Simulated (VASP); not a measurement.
# LiF in VASP: a series of runs, part 2 of 2

VASP 6.6.1. Earlier steps stand in the parts before.

## (3) Electric field gradients, PBE

The input, INCAR:

```
PREC = Accurate
ENCUT = 520
EDIFF = 1E-8
ISMEAR = -4
SIGMA = 0.1
LREAL = F
LASPH = T
NELM = 80
ALGO = Normal
ISIF = 2
LWAVE = F
LCHARG = F
GGA = PE
LEFG = T
ISYM = 0
NBANDS = 12
```

The input, KPOINTS:

```
regular mesh
0
Gamma
  10 10 10
```

The input, POSCAR:

```
LiF
1.0
    0.0000000000      1.9990628347      2.0442100000
    1.9990628347      0.0000000000      2.0442100000
    1.9990628347      1.9990628347      0.0000000000
Li F
1 1
Direct
    0.0000000000      0.0000000000      0.0000000000
    0.5000000000      0.5000000000      0.5000000000
```

Potentials or basis: VASP PAW PBE potentials, release 64 (Li_sv, F).

Run with:

```console
cat potpaw_PBE.64/Li_sv/POTCAR potpaw_PBE.64/F/POTCAR > POTCAR
mpirun -np 1 vasp_std > vasp.out
```

OUTCAR:

```text
PREC = Accurate
   ENCUT = 520
   EDIFF = 1E-8
   ISMEAR = -4
   LREAL = F
   LASPH = T
   NELM = 80
   ISIF = 2
   GGA = PE
   ISYM = 0

 ion  position               nearest neighbor table
   1  0.000  0.000  0.000-   2 2.00   2 2.00   2 2.00   2 2.00   2 2.04   2 2.04
   2  0.500  0.500  0.500-   1 2.00   1 2.00   1 2.00   1 2.00   1 2.04   1 2.04

IMPORTANT INFORMATION: All symmetrisations will be switched off!
NOSYMM: (Re-)initialisation of all symmetry stuff for point group C_1.

----------------------------------------------------------------------------------------

                                     Primitive cell

  volume of cell :      16.3384

  direct lattice vectors                    reciprocal lattice vectors
     0.000000000  1.999062835  2.044210000    -0.250117201  0.250117201  0.244593266
     1.999062835  0.000000000  2.044210000     0.250117201 -0.250117201  0.244593266
     1.999062835  1.999062835  0.000000000     0.250117201  0.250117201 -0.244593266

  length of vectors
     2.859203865  2.859203865  2.827101773     0.430050106  0.430050106  0.430050106

  position of ions in fractional coordinates (direct lattice)
     0.000000000  0.000000000  0.000000000
     0.500000000  0.500000000  0.500000000

  ion indices of the primitive-cell ions
   primitive index   ion index
                 1           1
                 2           2

----------------------------------------------------------------------------------------

 KPOINTS: regular mesh

Automatic generation of k-mesh.
 Grid dimensions read from file:
 generate k-points for:   10   10   10

 Generating k-lattice:

  Cartesian coordinates                     Fractional coordinates (reciprocal lattice)
    -0.025011720  0.025011720  0.024459327     0.100000000 -0.000000000  0.000000000
     0.025011720 -0.025011720  0.024459327    -0.000000000  0.100000000  0.000000000
     0.025011720  0.025011720 -0.024459327     0.000000000  0.000000000  0.100000000

  Length of vectors
     0.043005011  0.043005011  0.043005011

  Shift w.r.t. Gamma in fractional coordinates (k-lattice)
     0.000000000  0.000000000  0.000000000

 TETIRR: Found   3000 inequivalent tetrahedra from     6000

 Subroutine IBZKPT returns following result:
 ===========================================

 Found    504 irreducible k-points:

 Following reciprocal coordinates:
            Coordinates               Weight
  0.000000  0.000000  0.000000      1.000000
  0.100000  0.000000  0.000000      2.000000
  0.000000  0.000000 -0.100000      2.000000
  0.000000  0.100000  0.000000      2.000000
  0.100000  0.100000  0.100000      2.000000
  0.200000  0.000000  0.000000      2.000000
[... 16 lines left out ...]
  0.200000  0.100000  0.000000      2.000000
  0.100000  0.100000 -0.100000      2.000000
 [... further k-points ...]
   k-points           NKPTS =    504   k-points in BZ     NKDIM =    504   number of bands    NBANDS=     12
   number of dos      NEDOS =    301   number of ions     NIONS =      2
   total plane-waves  NPLWV =  13824
   dimension x,y,z NGX =    24 NGY =   24 NGZ =   24
   dimension x,y,z NGXF=    48 NGYF=   48 NGZF=   48
   ions per type =               1   1
   NGX,Y,Z   is equivalent  to a cutoff of  13.95, 13.95, 14.11 a.u.
   NGXF,Y,Z  is equivalent  to a cutoff of  27.91, 27.91, 28.23 a.u.
 SYSTEM =  unknown system
[... 33 lines left out ...]
   LORBIT       =      0    0 simple, 1 ext, 2 COOP (PROOUT), +10 PAW based schemes
   GGA     = PE    functional components
   LHFCALC =     F    Hartree Fock is set to
   AEXX    =    0.0000 exact exchange contribution
   IVDW    =     0    specifies the selected vdW correction
   LEPSILON=     F    determine dielectric tensor
   LRPA    =     F    only Hartree local field effects (RPA)
 non-spin polarized calculation
 Fermi weights with tetrahedron method witout Bloechl corrections
  energy-cutoff  :      520.00
  volume of cell :       16.34
 maximum number of plane-waves:       452
 NGX is ok and might be reduce to    24
   NGX = 11   NGY = 11   NGZ = 11

 number of electron      10.0000000 magnetization

 number of electron       9.9999992 magnetization

 Free energy of the ion-electron system (eV)
  ---------------------------------------------------
  ext. energy  EPLUGINS =         0.00000000
  ---------------------------------------------------
  free energy    TOTEN  =        -9.63624373 eV

  energy without entropy =       -9.63624373  energy(sigma->0) =       -9.63624373

 E-fermi :  -0.7841     XC(G=0):  -9.9817

 val. band max:       -0.9874154439   @ k =   0.0000   0.0000   0.0000
 cond. band min:       8.0707485223   @ k =   0.0000   0.0000   0.0000
 fundamental gap:      9.0581639662
 Fermi energy:        -0.7841038598

 k-point     1 :       0.0000    0.0000    0.0000
  band No.  band energies     occupation
      1     -41.9372      2.00000
      2     -20.9931      2.00000
      3      -1.0369      2.00000
      4      -1.0369      2.00000
      5      -0.9874      2.00000
      6       8.0707      0.00000
      7      22.6101      0.00000
      8      23.1265      0.00000
      9      23.1265      0.00000
     10      23.1838      0.00000
     11      23.3755      0.00000
     12      23.3755      0.00000
[... 331 lines left out ...]
 k-point    24 :       0.1000    0.1000   -0.1000
  band No.  band energies     occupation
      1     -41.9192      2.00000
      2     -20.8569      2.00000
      3      -1.8082      2.00000
      4      -1.2227      2.00000
      5      -1.1717      2.00000
      6       9.0513      0.00000
      7      18.5089      0.00000
      8      20.0802      0.00000
      9      20.4456      0.00000
     10      22.4532      0.00000
     11      27.1203      0.00000
     12      27.4455      0.00000

 [... further k-points ...]

------------------------ aborting loop because EDIFF is reached ----------------------------------------

  FORCE on cell =-STRESS in cart. coord.  units (eV):
  Direction    XX          YY          ZZ          XY          YZ          ZX
  --------------------------------------------------------------------------------------
  -------------------------------------------------------------------------------------
  Total        0.2359312      0.2359313      0.0620636      0.0000358      0.0000380      0.0000381
  in kB       23.1359579     23.1359747      6.0861006      0.0035135      0.0037298      0.0037389
  external PRESSURE =      17.4526777 kB  Pullay stress =       0.0000000 kB

 VOLUME and BASIS-vectors are now :
 -----------------------------------------------------------------------------
  energy-cutoff  :      520.00
  volume of cell :       16.34
      direct lattice vectors                 reciprocal lattice vectors
     0.000000000  1.999062835  2.044210000    -0.250117201  0.250117201  0.244593266
     1.999062835  0.000000000  2.044210000     0.250117201 -0.250117201  0.244593266
     1.999062835  1.999062835  0.000000000     0.250117201  0.250117201 -0.244593266

 POSITION                                       TOTAL-FORCE (eV/Angst)
 -----------------------------------------------------------------------------------
      0.00000      0.00000      0.00000        -0.000000      0.000000      0.000000
      1.99906      1.99906      2.04421         0.000000     -0.000000     -0.000000
 -----------------------------------------------------------------------------------
    total drift:                               -0.000000      0.000000      0.000000

  FREE ENERGIE OF THE ION-ELECTRON SYSTEM (eV)
  ---------------------------------------------------
  free  energy   TOTEN  =        -9.6362437313 eV

  energy  without entropy=       -9.6362437313  energy(sigma->0) =       -9.63624373

 Electric field gradients (V/A^2)
---------------------------------------------------------------------
 ion       V_xx      V_yy      V_zz      V_xy      V_xz      V_yz
---------------------------------------------------------------------
   1      -0.053    -0.053     0.106    -0.001    -0.001    -0.001
   2      -0.416    -0.416     0.831     0.001    -0.000    -0.000
---------------------------------------------------------------------

 Electric field gradients after diagonalization (V/A^2)
 (convention: |V_zz| > |V_xx| > |V_yy|)
----------------------------------------------------------------------
 ion       V_xx      V_yy      V_zz     asymmetry (V_yy - V_xx)/ V_zz
----------------------------------------------------------------------
   1      -0.054    -0.052     0.106       0.020
   2      -0.416    -0.415     0.831       0.002
----------------------------------------------------------------------

           NMR quadrupolar parameters

 Cq : quadrupolar parameter    Cq=e*Q*V_zz/h
 eta: asymmetry parameters     (V_yy - V_xx)/ V_zz
 Q  : nuclear electric quadrupole moment in mb (millibarn)
----------------------------------------------------------------------
 ion       Cq(MHz)       eta       Q (mb)
----------------------------------------------------------------------
   1       0.000       0.020       1.000
   2       0.002       0.002       1.000
----------------------------------------------------------------------
```

OSZICAR:

```text
N       E                     dE             d eps       ncg     rms          rms(c)
DAV:   1     0.317389751674E+02    0.31739E+02   -0.54257E+03 12560   0.849E+02
DAV:   2    -0.906786020978E+01   -0.40807E+02   -0.39954E+02 14572   0.188E+02
DAV:   3    -0.101372177613E+02   -0.10694E+01   -0.10668E+01 15840   0.266E+01
DAV:   4    -0.101476143489E+02   -0.10397E-01   -0.10396E-01 13808   0.280E+00
DAV:   5    -0.101477279166E+02   -0.11357E-03   -0.11357E-03 15936   0.219E-01    0.454E+00
DAV:   6    -0.962508123235E+01    0.52265E+00   -0.25056E+00 13880   0.981E+00    0.139E+00
DAV:   7    -0.962935333273E+01   -0.42721E-02   -0.18441E-02 15908   0.119E+00    0.860E-01
DAV:   8    -0.963612870007E+01   -0.67754E-02   -0.15052E-02 14504   0.127E+00    0.110E-01
DAV:   9    -0.963615263187E+01   -0.23932E-04   -0.94459E-04 14184   0.277E-01    0.432E-02
DAV:  10    -0.963624486805E+01   -0.92236E-04   -0.13472E-04 13856   0.912E-02    0.165E-02
DAV:  11    -0.963624364456E+01    0.12235E-05   -0.72897E-06 15364   0.248E-02    0.215E-03
DAV:  12    -0.963624373114E+01   -0.86582E-07   -0.48469E-07 14132   0.597E-03    0.901E-04
DAV:  13    -0.963624373127E+01   -0.12642E-09   -0.58234E-08 14308   0.216E-03
   1 F= -.96362437E+01 E0= -.96362437E+01  d E =0.000000E+00
```

stdout:

```text
POSCAR found type information on POSCAR LiF
 POSCAR found :  2 types and       2 ions
 scaLAPACK will be used
 LDA part: xc-table for (Slater+PW92), standard interpolation
 POSCAR, INCAR and KPOINTS ok, starting setup
 FFT: planning ... GRIDC
 FFT: planning ... GRID_SOFT
 FFT: planning ... GRID
 WAVECAR not read
 entering main loop
ion   1

ion   2
     0.0000310     0.0000322     0.0000434    -0.2960582     0.0000432     0.0000004
     0.0000427     0.0000322     0.0000434    -0.2960582     0.0000432     0.0000004
     0.0000588     0.0000322     0.0000434    -0.2960582     0.0000432     0.0000004
     0.0000810     0.0000322     0.0000434    -0.2960582     0.0000432     0.0000004

     0.0000310     0.0001323     0.0001740    -0.8342193     0.0001729     0.0000017
     0.0000427     0.0001323     0.0001740    -0.8342192     0.0001729     0.0000017
     0.0000588     0.0001323     0.0001740    -0.8342188     0.0001729     0.0000017
     0.0000810     0.0001323     0.0001740    -0.8342183     0.0001729     0.0000017
```

Run time: 1.9 min. Hardware: 1 thread of Intel Xeon 8259CL, shared host; peak memory 0.21 GiB.

Results:

```
Free energy                             : -9.6362 eV
Band gap on the k mesh                  : 9.06 eV
Largest electric field gradient by atom : Li +0.1; F +0.8 V/Å²
```

Levels at points of the mesh, in eV from the valence-band top:
```tsv
k point	band 3	band 4	band 5	band 6	band 7	band 8
(0.00, 0.00, 0.00)	-0.05	-0.05	0.00	9.06	23.60	24.11
(0.50, 0.00, 0.00)	-2.55	-0.28	-0.24	10.74	16.71	18.67
(0.00, 0.00, 0.50)	-2.55	-0.28	-0.24	10.74	16.71	18.67
(0.00, 0.50, 0.00)	-2.55	-0.28	-0.24	10.74	16.71	18.67
(0.50, 0.50, 0.50)	-2.55	-0.28	-0.24	10.74	16.71	18.67
(0.50, 0.50, 0.00)	-3.05	-0.99	-0.99	14.51	16.64	17.40
(0.50, 0.00, 0.50)	-3.03	-1.12	-0.98	14.92	16.35	17.43
(0.00, 0.50, 0.50)	-3.03	-1.12	-0.98	14.92	16.35	17.43
```

Electric field gradients, principal values (V/Å²):
```
atom   least  middle  greatest (by size)
1 Li  -0.052  -0.054               0.106
 2 F  -0.415  -0.416               0.831
```

Caveat: the cutoff is under 1.25 times the usual one of these potentials, so pressure, stress and relaxed cells hold a basis-set (Pulay) error; without QUAD_EFG the Cq values of the log hold for a quadrupole moment of 1 mb, not for the nuclei.
